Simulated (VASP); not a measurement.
# Zn (P6_3/mmc) in VASP: further runs

Aim: see how the results for Zn move with the level of theory and the settings. Levels: PBE, LDA. Tasks: single point.

All numbers are computed with VASP 6.6.1; they aren't measurements. Logs are shortened: lines on timing, memory, paths and dates and some standing lists are left out, and cuts for length are marked.

## 1. The cell of the first run

It takes space group P6_3/mmc (No. 194, hexagonal). Conventional cell: a = 2.652 Å, b = 2.652 Å, c = 4.933 Å, α = 90.00°, β = 90.00°, γ = 120.00°. Within 3.5 Å of Zn (site symmetry -6m2) lie 12 Zn at 2.65 to 2.90 Å.

## 2. Single point, PBE (volume scaled by 0.98)

File INCAR:

```
SYSTEM = Zn
PREC = Accurate
ENCUT = 520
EDIFF = 1E-7
ISMEAR = -1
SIGMA = 0.05
LREAL = .FALSE.
LASPH = .TRUE.
NELM = 80
ALGO = Normal
ISIF = 2
LWAVE = .FALSE.
LCHARG = .TRUE.
GGA = PE
LELF = .TRUE.
LVHAR = .TRUE.
NBANDS = 19
```

File KPOINTS:

```
regular mesh
0
G
  11 11 6
  0 0 0
```

File POSCAR:

```
Zn
1.0
    2.6520799970      0.0000000000      0.0000000000
   -1.3260399985      2.2967686502      0.0000000000
    0.0000000000      0.0000000000      4.9326701367
Zn
2
Direct
    0.6666666667      0.3333333333      0.7500000000
    0.3333333333      0.6666666667      0.2500000000
```

Potentials or basis: VASP PAW PBE potentials, release 64 (Zn).

The run is started by

```console
$ cat potpaw_PBE.64/Zn/POTCAR > POTCAR
$ mpirun -np 1 vasp_std > vasp.out
```

OUTCAR:

```text
SYSTEM = Zn
   PREC = Accurate
   ENCUT = 520
   EDIFF = 1E-7
   ISMEAR = -1
   LREAL = .FALSE.
   LASPH = .TRUE.
   NELM = 80
   ISIF = 2
   GGA = PE

 ion  position               nearest neighbor table
   1  0.667  0.333  0.750-   2 2.90   2 2.90   2 2.90   2 2.90   2 2.90   2 2.90
   2  0.333  0.667  0.250-   1 2.90   1 2.90   1 2.90   1 2.90   1 2.90   1 2.90

  LATTYP: Found a hexagonal cell.
 ALAT       =     2.6520799970
 C/A-ratio  =     1.8599250936

  Lattice vectors:

 A1 = (   2.6520799970,   0.0000000000,   0.0000000000)
 A2 = (  -1.3260399985,   2.2967686502,   0.0000000000)
 A3 = (   0.0000000000,   0.0000000000,   4.9326701367)

Analysis of symmetry for initial positions (statically):
=====================================================================
 Subroutine PRICEL returns:
 Original cell was already a primitive cell.

 Routine SETGRP: Setting up the symmetry group for a
 hexagonal supercell.

 Subroutine GETGRP returns: Found 24 space group operations
 (whereof 12 operations were pure point group operations)
 out of a pool of 24 trial point group operations.

The static configuration has the point symmetry D_3d.
 The point group associated with its full space group is D_6h.

Analysis of symmetry for dynamics (positions and initial velocities):
=====================================================================
 Subroutine PRICEL returns:
 Original cell was already a primitive cell.

 Routine SETGRP: Setting up the symmetry group for a
 hexagonal supercell.

 Subroutine GETGRP returns: Found 24 space group operations
 (whereof 12 operations were pure point group operations)
 out of a pool of 24 trial point group operations.

The dynamic configuration has the point symmetry D_3d.
 The point group associated with its full space group is D_6h.

 Subroutine INISYM returns: Found 24 space group operations
 (whereof 12 operations are pure point group operations),
 and found     1 'primitive' translations

----------------------------------------------------------------------------------------

                                     Primitive cell

  volume of cell :      30.0460

  direct lattice vectors                    reciprocal lattice vectors
     2.652079997  0.000000000  0.000000000     0.377062532  0.217697155  0.000000000
    -1.326039998  2.296768650  0.000000000     0.000000000  0.435394309  0.000000000
     0.000000000  0.000000000  4.932670137     0.000000000  0.000000000  0.202729956

  length of vectors
     2.652079997  2.652079997  4.932670137     0.435394309  0.435394309  0.202729956

  position of ions in fractional coordinates (direct lattice)
     0.666666667  0.333333333  0.750000000
     0.333333333  0.666666667  0.250000000

  ion indices of the primitive-cell ions
   primitive index   ion index
                 1           1
                 2           2

----------------------------------------------------------------------------------------

 KPOINTS: regular mesh

Automatic generation of k-mesh.
 Grid dimensions read from file:
 generate k-points for:   11   11    6

 Generating k-lattice:

  Cartesian coordinates                     Fractional coordinates (reciprocal lattice)
     0.034278412  0.019790650  0.000000000     0.090909091 -0.000000000  0.000000000
     0.000000000  0.039581301  0.000000000     0.000000000  0.090909091  0.000000000
     0.000000000  0.000000000  0.033788326     0.000000000  0.000000000  0.166666667

  Length of vectors
     0.039581301  0.039581301  0.033788326

  Shift w.r.t. Gamma in fractional coordinates (k-lattice)
     0.000000000  0.000000000  0.000000000

 Subroutine IBZKPT returns following result:
 ===========================================

 Found     64 irreducible k-points:

 Following reciprocal coordinates:
            Coordinates               Weight
  0.000000  0.000000  0.000000      1.000000
  0.090909  0.000000  0.000000      6.000000
  0.181818  0.000000  0.000000      6.000000
  0.272727  0.000000  0.000000      6.000000
  0.363636  0.000000  0.000000      6.000000
  0.454545  0.000000  0.000000      6.000000
[... 16 lines left out ...]
  0.090909  0.090909  0.166667     12.000000
  0.181818  0.090909  0.166667     24.000000
 [... further k-points ...]
   k-points           NKPTS =     64   k-points in BZ     NKDIM =     64   number of bands    NBANDS=     19
   number of dos      NEDOS =    301   number of ions     NIONS =      2
   total plane-waves  NPLWV =  16000
   dimension x,y,z NGX =    20 NGY =   20 NGZ =   40
   dimension x,y,z NGXF=    40 NGYF=   40 NGZF=   80
   ions per type =               2
   NGX,Y,Z   is equivalent  to a cutoff of  12.54, 12.54, 13.48 a.u.
   NGXF,Y,Z  is equivalent  to a cutoff of  25.07, 25.07, 26.96 a.u.
 SYSTEM =  Zn
   PREC   = accura    normal or accurate (medium, high low for compatibility)
   ISTART =      0    job   : 0-new  1-cont  2-samecut
   ICHARG =      2    charge: 1-file 2-atom 10-const
   ISPIN  =      1    spin polarized calculation?
   LNONCOLLINEAR =      F non collinear calculations
   LSORBIT =      F    spin-orbit coupling
   LASPH  =      T    aspherical Exc in radial PAW
   ENCUT  =  520.0 eV  38.22 Ry    6.18 a.u.   4.93  4.93  9.17*2*pi/ulx,y,z
   NELM   =     80;   NELMIN=  2; NELMDL= -5     # of ELM steps
   EDIFF  = 0.1E-06   stopping-criterion for ELM
   LREAL  =      F    real-space projection
   EDIFFG = 0.1E-05   stopping-criterion for IOM
   NSW    =      0    number of steps for IOM
   IBRION =     -1    ionic relax: 0-MD 1-quasi-New 2-CG
   NFREE  =      0    steps in history (QN), initial steepest desc. (CG)
   ISIF   =      2    stress and relaxation
   ISYM   =      2    0-nonsym 1-usesym 2-fastsym
   POTIM  = 0.5000    time-step for ionic-motion
   TEBEG  =    0.0;   TEEND  =   0.0 temperature during run
   PSTRESS=    0.0 pullay stress
   NELECT =      24.0000    total number of electrons
   NUPDOWN=      -1.0000    fix difference up-down
   EMIN   =  10.00;   EMAX   =-10.00  energy-range for DOS
   EFERMI =   0.00;   METHOD = LEGACY
   ISMEAR =    -1;   SIGMA  =   0.05  broadening in eV -4-tet -1-fermi 0-gaus
   EFERMI_NEDOS =   21; number of points for ismear=-14 and -15
   IALGO  =     38    algorithm
   IMIX   =      4    mixing-type and parameters
     AMIX     =   0.40;   BMIX     =  1.00
     AMIX_MAG =   1.60;   BMIX_MAG =  1.00
  volume/ion in A,a.u.               =      15.02       101.38
  Fermi-wavevector in a.u.,A,eV,Ry     =   1.518973  2.870442 31.392418  2.307278
  Thomas-Fermi vector in A             =   2.628021
   LORBIT       =      0    0 simple, 1 ext, 2 COOP (PROOUT), +10 PAW based schemes
   GGA     = PE    functional components
   LHFCALC =     F    Hartree Fock is set to
   AEXX    =    0.0000 exact exchange contribution
   IVDW    =     0    specifies the selected vdW correction
   LEPSILON=     F    determine dielectric tensor
   LRPA    =     F    only Hartree local field effects (RPA)
 non-spin polarized calculation
  energy-cutoff  :      520.00
  volume of cell :       30.05
 maximum number of plane-waves:       829
 NGX is ok and might be reduce to    20
   NGX =  9   NGY =  9   NGZ = 19

 number of electron      24.0000016 magnetization

 Free energy of the ion-electron system (eV)
  ---------------------------------------------------
  ext. energy  EPLUGINS =         0.00000000
  ---------------------------------------------------
  free energy    TOTEN  =        -2.20121651 eV

  energy without entropy =       -2.19649983  energy(sigma->0) =       -2.19885817

 E-fermi :   3.0675     XC(G=0): -11.6154

 val. band max:        3.0548750114   @ k =   0.3636   0.2727   0.3333
 cond. band min:       3.1206361030   @ k =   0.1818   0.0000   0.1667
 fundamental gap:      0.0657610916
 Fermi energy:         3.0675494773

 k-point     1 :       0.0000    0.0000    0.0000
  band No.  band energies     occupation
      1      -7.2990      2.00000
      2      -5.4665      2.00000
      3      -4.7538      2.00000
      4      -4.5114      2.00000
      5      -4.5114      2.00000
      6      -4.4607      2.00000
[... 11 lines left out ...]
     18      22.4743      0.00000
     19      22.4764      0.00000

 k-point     2 :       0.0909    0.0000    0.0000
  band No.  band energies     occupation
      1      -7.0523      2.00000
      2      -5.3607      2.00000
      3      -4.7297      2.00000
      4      -4.5343      2.00000
      5      -4.4852      2.00000
      6      -4.4532      2.00000
[... 11 lines left out ...]
     18      21.1637      0.00000
     19      23.1323      0.00000

 k-point     3 :       0.1818    0.0000    0.0000
  band No.  band energies     occupation
      1      -6.3458      2.00000
      2      -5.1323      2.00000
      3      -4.6955      2.00000
      4      -4.5795      2.00000
      5      -4.4541      2.00000
      6      -4.4242      2.00000
[... 11 lines left out ...]
     18      19.4594      0.00000
     19      20.0136      0.00000

 k-point     4 :       0.2727    0.0000    0.0000
  band No.  band energies     occupation
      1      -5.4599      2.00000
      2      -5.0639      2.00000
      3      -4.7062      2.00000
      4      -4.5982      2.00000
      5      -4.4890      2.00000
      6      -4.3422      2.00000
[... 11 lines left out ...]
     18      18.5605      0.00000
     19      19.7012      0.00000

 k-point     5 :       0.3636    0.0000    0.0000
  band No.  band energies     occupation
      1      -5.2144      2.00000
      2      -5.1307      2.00000
      3      -4.9071      2.00000
      4      -4.4597      2.00000
      5      -4.4547      2.00000
      6      -4.3288      2.00000
[... 11 lines left out ...]
     18      17.9576      0.00000
     19      19.5251      0.00000

 k-point     6 :       0.4545    0.0000    0.0000
  band No.  band energies     occupation
      1      -5.2575      2.00000
      2      -5.1709      2.00000
      3      -5.0074      2.00000
      4      -4.5206      2.00000
      5      -4.3705      2.00000
      6      -4.3614      2.00000
[... 11 lines left out ...]
     18      17.6588      0.00000
     19      18.8783      0.00000

 k-point     7 :       0.0909    0.0909    0.0000
  band No.  band energies     occupation
      1      -6.5725      2.00000
      2      -5.1836      2.00000
      3      -4.7096      2.00000
      4      -4.5524      2.00000
      5      -4.5349      2.00000
      6      -4.3328      2.00000
[... 11 lines left out ...]
     18      20.9380      0.00000
     19      21.8127      0.00000

 k-point     8 :       0.1818    0.0909    0.0000
  band No.  band energies     occupation
      1      -5.7154      2.00000
      2      -4.9920      2.00000
      3      -4.7017      2.00000
      4      -4.5984      2.00000
      5      -4.5933      2.00000
      6      -4.4388      2.00000
[... 256 lines left out ...]
 k-point    20 :       0.2727    0.0000    0.1667
  band No.  band energies     occupation
      1      -5.3917      2.00000
      2      -5.0515      2.00000
      3      -4.7243      2.00000
      4      -4.6377      2.00000
      5      -4.5060      2.00000
      6      -4.2558      2.00000
[... 11 lines left out ...]
     18      18.3096      0.00000
     19      18.9958      0.00000

 k-point    21 :       0.3636    0.0000    0.1667
  band No.  band energies     occupation
      1      -5.2178      2.00000
      2      -5.1421      2.00000
      3      -4.8832      2.00000
      4      -4.6318      2.00000
      5      -4.3649      2.00000
      6      -4.3044      2.00000
[... 11 lines left out ...]
     18      17.9386      0.00000
     19      18.6663      0.00000

 k-point    22 :       0.4545    0.0000    0.1667
  band No.  band energies     occupation
      1      -5.2480      2.00000
      2      -5.2172      2.00000
      3      -4.9648      2.00000
      4      -4.6545      2.00000
      5      -4.3343      2.00000
      6      -4.2991      2.00000
[... 11 lines left out ...]
     18      17.7362      0.00000
     19      18.0539      0.00000

 k-point    23 :       0.0909    0.0909    0.1667
  band No.  band energies     occupation
      1      -6.4131      2.00000
      2      -5.1804      2.00000
      3      -4.7040      2.00000
      4      -4.5794      2.00000
      5      -4.5542      2.00000
      6      -4.3413      2.00000
[... 11 lines left out ...]
     18      19.6584      0.00000
     19      22.4959      0.00000

 k-point    24 :       0.1818    0.0909    0.1667
  band No.  band energies     occupation
      1      -5.5950      2.00000
      2      -4.9750      2.00000
      3      -4.6979      2.00000
      4      -4.6460      2.00000
      5      -4.6003      2.00000
      6      -4.4661      2.00000
[... 11 lines left out ...]
     18      17.9075      0.00000
     19      20.0367      0.00000

 [... further k-points ...]
[... 5 lines left out ...]
  --------------------------------------------------------------------------------------
  -------------------------------------------------------------------------------------
  Total        0.3275908      0.3275908      0.0067912      0.0000000     -0.0000000      0.0000000
  in kB       17.4685280     17.4685280      0.3621349      0.0000000     -0.0000000      0.0000000
  external PRESSURE =      11.7663970 kB  Pullay stress =       0.0000000 kB

 VOLUME and BASIS-vectors are now :
 -----------------------------------------------------------------------------
  energy-cutoff  :      520.00
  volume of cell :       30.05
      direct lattice vectors                 reciprocal lattice vectors
     2.652079997  0.000000000  0.000000000     0.377062532  0.217697155  0.000000000
    -1.326039998  2.296768650  0.000000000     0.000000000  0.435394309  0.000000000
     0.000000000  0.000000000  4.932670137     0.000000000  0.000000000  0.202729956

 POSITION                                       TOTAL-FORCE (eV/Angst)
 -----------------------------------------------------------------------------------
      1.32604      0.76559      3.69950         0.000000      0.000000      0.000000
     -0.00000      1.53118      1.23317        -0.000000      0.000000      0.000000
 -----------------------------------------------------------------------------------
    total drift:                               -0.000000      0.000000     -0.000000

  FREE ENERGIE OF THE ION-ELECTRON SYSTEM (eV)
  ---------------------------------------------------
  free  energy   TOTEN  =        -2.2012165061 eV

  energy  without entropy=       -2.1964998322  energy(sigma->0) =       -2.19885817
```

Run time: 39 s. Hardware: 1 thread of Intel Xeon 8259CL, shared host; peak memory 0.16 GiB.

What came out:

```
Free energy            : -2.2012 eV
Pressure               : 1.2 GPa
Band gap on the k mesh : zero (band 12 reaches 4.92 eV, above the bottom of band 13 at 0.15 eV)
```

Stress tensor (GPa, compression positive):
```
1.75 0.00 0.00
0.00 1.75 0.00
0.00 0.00 0.04
```

Levels at points of the mesh, in eV from the Fermi level:
```tsv
k point	band 10	band 11	band 12	band 13	band 14	band 15
(0.00, 0.00, 0.00)	-6.98	-6.98	-3.57	-2.92	13.80	17.46
(0.00, 0.00, 0.50)	-7.07	-7.07	-7.07	4.72	4.72	19.06
```

(Part 1 of 2 ends here.)
